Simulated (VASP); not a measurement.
# KPt (P-6m2) in VASP: single point with LDA

Aim: the single point of KPt with LDA.

Program: VASP 6.6.1. These are calculated values, not measurements. Logs are shortened: lines on timing, memory, paths and dates and some standing lists are left out, and cuts for length are marked.

## Step 1: The cell of the first run

It takes space group P-6m2 (No. 187, hexagonal). The conventional cell has a = 3.001 Å, b = 3.001 Å, c = 5.346 Å, α = 90.00°, β = 90.00°, γ = 120.00°. Within 4.0 Å of K (site symmetry -6m2) lie 6 K at 3.00 Å and 6 Pt at 3.19 Å. Within 4.0 Å of Pt (site symmetry -6m2) lie 6 Pt at 3.00 Å and 6 K at 3.19 Å.

## Step 2: Single point, LDA, collinear spin

File INCAR:

```
  ALGO = Normal
  EDIFF = 1E-7
  ENCUT = 520
  GGA = CA
  ISIF = 2
  ISMEAR = -1
  ISPIN = 2
  LASPH = True
  LCHARG = False
  LMAXMIX = 4
  LORBIT = 11
  LREAL = False
  LWAVE = False
  MAGMOM = 0 1.2
  NBANDS = 20
  NELM = 150
  NUPDOWN = 1.2
  PREC = Accurate
  SIGMA = 0.08
```

File KPOINTS:

```
k-points
0
Gamma
  11 11 6
```

File POSCAR:

```
KPt
1.0
    3.0008472788      0.0000000000      0.0000000000
   -1.5004236394      2.5988099763      0.0000000000
    0.0000000000      0.0000000000      5.3455780000
K Pt
1 1
Direct
    0.0000000000      0.0000000000      0.5000000000
    0.6666666667      0.3333333333      0.0000000000
```

Potentials or basis: VASP PAW LDA potentials, release 64 (K_sv, Pt).

Launch:

```sh
cat potpaw_LDA.64/K_sv/POTCAR potpaw_LDA.64/Pt/POTCAR > POTCAR
mpirun -np 1 vasp_std > vasp.out
```

OUTCAR:

```text
EDIFF = 1E-7
   ENCUT = 520
   GGA = CA
   ISIF = 2
   ISMEAR = -1
   ISPIN = 2
   LASPH = True
   LORBIT = 11
   LREAL = False
   NELM = 150
   NUPDOWN = 1.2
   PREC = Accurate

 ion  position               nearest neighbor table
   1  0.000  0.000  0.500-   2 3.19   2 3.19   2 3.19   2 3.19   2 3.19   2 3.19
   2  0.667  0.333  0.000-   1 3.19   1 3.19   1 3.19   1 3.19   1 3.19   1 3.19

  LATTYP: Found a hexagonal cell.
 ALAT       =     3.0008472788
 C/A-ratio  =     1.7813562315

  Lattice vectors:

 A1 = (   3.0008472788,   0.0000000000,   0.0000000000)
 A2 = (  -1.5004236394,   2.5988099763,   0.0000000000)
 A3 = (   0.0000000000,   0.0000000000,   5.3455780000)

Analysis of symmetry for initial positions (statically):
=====================================================================
 Subroutine PRICEL returns:
 Original cell was already a primitive cell.

 Routine SETGRP: Setting up the symmetry group for a
 hexagonal supercell.

 Subroutine GETGRP returns: Found 12 space group operations
 (whereof 12 operations were pure point group operations)
 out of a pool of 24 trial point group operations.

The static configuration has the point symmetry D_3h.

Analysis of symmetry for dynamics (positions and initial velocities):
=====================================================================
 Subroutine PRICEL returns:
 Original cell was already a primitive cell.

 Routine SETGRP: Setting up the symmetry group for a
 hexagonal supercell.

 Subroutine GETGRP returns: Found 12 space group operations
 (whereof 12 operations were pure point group operations)
 out of a pool of 24 trial point group operations.

The dynamic configuration has the point symmetry D_3h.

Analysis of structural, dynamic, and magnetic symmetry:
=====================================================================
 Subroutine PRICEL returns:
 Original cell was already a primitive cell.

 Routine SETGRP: Setting up the symmetry group for a
 hexagonal supercell.

 Subroutine GETGRP returns: Found 12 space group operations
 (whereof 12 operations were pure point group operations)
 out of a pool of 24 trial point group operations.

The overall configuration has the point symmetry D_3h.

 Subroutine INISYM returns: Found 12 space group operations
 (whereof 12 operations are pure point group operations),
 and found     1 'primitive' translations

[... 111 lines left out ...]
   IALGO  =     38    algorithm
   IMIX   =      4    mixing-type and parameters
     AMIX     =   0.40;   BMIX     =  1.00
     AMIX_MAG =   1.60;   BMIX_MAG =  1.00
  volume/ion in A,a.u.               =      20.84       140.66
  Fermi-wavevector in a.u.,A,eV,Ry     =   1.259858  2.380787 21.595748  1.587243
  Thomas-Fermi vector in A             =   2.393397
   LORBIT       =     11    0 simple, 1 ext, 2 COOP (PROOUT), +10 PAW based schemes
   GGA     = CA    functional components
   LHFCALC =     F    Hartree Fock is set to
   AEXX    =    0.0000 exact exchange contribution
   IVDW    =     0    specifies the selected vdW correction
   LEPSILON=     F    determine dielectric tensor
   LRPA    =     F    only Hartree local field effects (RPA)
 spin polarized calculation
  energy-cutoff  :      520.00
  volume of cell :       41.69
 maximum number of plane-waves:      1147
 NGX is ok and might be reduce to    24
   NGX = 11   NGY = 11   NGZ = 19

 number of electron      19.0000002 magnetization       1.2000000

 Free energy of the ion-electron system (eV)
  ---------------------------------------------------
  ext. energy  EPLUGINS =         0.00000000
  ---------------------------------------------------
  free energy    TOTEN  =        -7.27449587 eV

  energy without entropy =       -7.22931492  energy(sigma->0) =       -7.25190540

 E-fermi :   3.8244     XC(G=0): -11.0124

 val. band max:        6.6359657103   @ k =   0.3636   0.1818   0.0000
 cond. band min:       3.8485041677   @ k =   0.1818   0.0000   0.0000
 fundamental gap:     -2.7874615426
 Fermi energy:         6.6383743789

 spin component 1

 k-point     1 :       0.0000    0.0000    0.0000
  band No.  band energies     occupation
      1     -26.3485      1.00000
      2      -9.9303      1.00000
      3      -8.8758      1.00000
      4      -8.8758      1.00000
      5      -1.7155      1.00000
      6       1.4736      1.00000
[... 541 lines left out ...]
     19      19.3879      0.00000
     20      20.6819      0.00000

 [... further k-points ...]

 spin component 2

 k-point     1 :       0.0000    0.0000    0.0000
  band No.  band energies     occupation
      1     -26.2898      1.00000
      2      -9.8519      1.00000
      3      -8.8237      1.00000
      4      -8.8237      1.00000
      5      -1.3229      1.00000
      6       1.8027      1.00000
[... 541 lines left out ...]
     19      19.7148      0.00000
     20      20.9649      0.00000

 [... further k-points ...]

------------------------ aborting loop because EDIFF is reached ----------------------------------------

  FORCE on cell =-STRESS in cart. coord.  units (eV):
  Direction    XX          YY          ZZ          XY          YZ          ZX
  --------------------------------------------------------------------------------------
  -------------------------------------------------------------------------------------
  Total       -0.9978893     -0.9978893      0.2619221      0.0000000      0.0000000      0.0000000
  in kB      -38.3512795    -38.3512795     10.0662939      0.0000000      0.0000000      0.0000000
  external PRESSURE =     -22.2120884 kB  Pullay stress =       0.0000000 kB

 VOLUME and BASIS-vectors are now :
 -----------------------------------------------------------------------------
  energy-cutoff  :      520.00
  volume of cell :       41.69
      direct lattice vectors                 reciprocal lattice vectors
     3.000847279  0.000000000  0.000000000     0.333239218  0.192395752  0.000000000
    -1.500423639  2.598809976  0.000000000     0.000000000  0.384791504  0.000000000
     0.000000000  0.000000000  5.345578000     0.000000000  0.000000000  0.187070509

 POSITION                                       TOTAL-FORCE (eV/Angst)
 -----------------------------------------------------------------------------------
      0.00000      0.00000      2.67279         0.000000      0.000000      0.000000
      1.50042      0.86627      0.00000        -0.000000      0.000000      0.000000
 -----------------------------------------------------------------------------------
    total drift:                               -0.000000      0.000000      0.000000

  FREE ENERGIE OF THE ION-ELECTRON SYSTEM (eV)
  ---------------------------------------------------
  free  energy   TOTEN  =        -7.2744958706 eV

  energy  without entropy=       -7.2293149214  energy(sigma->0) =       -7.25190540

 total charge

# of ion       s       p       d       tot
------------------------------------------
    1        1.993   5.560   0.092   7.645
    2        0.685   0.319   7.958   8.962
--------------------------------------------------
tot          2.677   5.879   8.051  16.607

 magnetization (x)

# of ion       s       p       d       tot
------------------------------------------
    1        0.020   0.013   0.023   0.056
    2        0.056   0.099   0.755   0.910
--------------------------------------------------
tot          0.076   0.113   0.777   0.966
```

stdout:

```text
POSCAR found type information on POSCAR K Pt
 POSCAR found :  2 types and       2 ions
 scaLAPACK will be used
 LDA part: xc-table for (Slater(with rela. corr.)+CA(PZ))
 , standard interpolation
 POSCAR, INCAR and KPOINTS ok, starting setup
 FFT: planning ... GRIDC
 FFT: planning ... GRID_SOFT
 FFT: planning ... GRID
 WAVECAR not read
 entering main loop
```

Run time: 84 s. Hardware: 1 thread of Intel Xeon Platinum 8259CL at 2.50GHz (Skylake/Cascade Lake), shared host; peak memory 0.21 GiB.

Results:

| Item | Value |
| --- | --- |
| Free energy | -7.2745 eV |
| Pressure | -2.2 GPa |
| Net moment | 1.20 μB per cell |
| Site moments | K +0.06; Pt +0.91 μB |
| Valence electrons inside the program's atomic spheres | K 7.64; Pt 8.96 |

Stress tensor (GPa, compression positive):
```
-3.84  0.00  0.00
 0.00 -3.84  0.00
 0.00  0.00  1.01
```

Caveat: spin-orbit coupling is left out, which moves the levels of the heavy elements; the total moment is fixed, so each spin has its own Fermi level.
